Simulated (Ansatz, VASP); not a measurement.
**One calculation of Sn, two programs**

Contents of INCAR:

```
PREC     = Accurate       # precision mode
ENCUT    = 520            # plane-wave cutoff, eV
EDIFF    = 1E-6           # SCF threshold, eV
ISMEAR   = -1             # smearing method
SIGMA    = 0.03           # smearing width, eV
LREAL    = False          # projectors in reciprocal space
LASPH    = True           # aspherical terms in the spheres
NELM     = 100            # most SCF steps
ALGO     = Normal         # electronic algorithm
ISIF     = 2              # what is computed and relaxed
LWAVE    = False          # write WAVECAR
LCHARG   = False          # write CHGCAR
NBANDS   = 21             # bands
```

The input KPOINTS:

```
regular mesh
0
Gamma
  9 9 9
```

POSCAR

```
Sn
1.0
    0.0000000000      3.2563828035      3.2563828035
    3.2563828035      0.0000000000      3.2563828035
    3.2563828035      3.2563828035      0.0000000000
Sn
2
Direct
    0.5000000000      0.5000000000      0.5000000000
    0.7500000000      0.7500000000      0.7500000000
```

Input for Ansatz:

```yaml
crystal:
  lattice:
    - [0.0, 3.2563828035, 3.2563828035]
    - [3.2563828035, 0.0, 3.2563828035]
    - [3.2563828035, 3.2563828035, 0.0]
  atoms:
    - { symbol: Sn, position: [0.5, 0.5, 0.5] }
    - { symbol: Sn, position: [0.75, 0.75, 0.75] }
kpoints:
  mp_grid: { grid: [9, 9, 9] }
  band_path:
    path:
      - [0.0, 0.0, 0.0]
      - [0.5, 0.0, 0.5]
      - [0.625, 0.25, 0.625]
      - [0.375, 0.375, 0.75]
      - [0.0, 0.0, 0.0]
      - [0.5, 0.5, 0.5]
      - [0.5, 0.25, 0.75]
      - [0.5, 0.0, 0.5]
    npoints: 5
scf:
  occupations: { method: fermi_dirac, width: 0.03 }
hamiltonian:
  xc: lda
  pseudopotentials: { kind: all_electron, lapw: { basis_error: 0.00025 } }
output:
  forces: true
  stress: true
  eigenvalues: true
```

Change from the starting cell: volume scaled by 1.01.

Alike in both runs: task single point; functional LDA; k mesh 9 × 9 × 9; occupations fermi-dirac, width 0.03 eV; no spin polarisation.

|  | VASP | Ansatz |
| --- | --- | --- |
| version | VASP 6.6.1 | Ansatz 0.2.0 |
| potentials or method | VASP PAW LDA potentials, release 64 (Sn_d), cutoff 520 eV | all-electron LAPW, scalar-relativistic |

|  | VASP | Ansatz | Ansatz less VASP |
| --- | --- | --- | --- |
| pressure (GPa) | -0.8 | -0.8 | 0.00 |

LDA's correlation is that of Perdew and Zunger in VASP and of Perdew and Wang (1992) in Ansatz. Ansatz ran all-electron here, and VASP with PAW potentials.
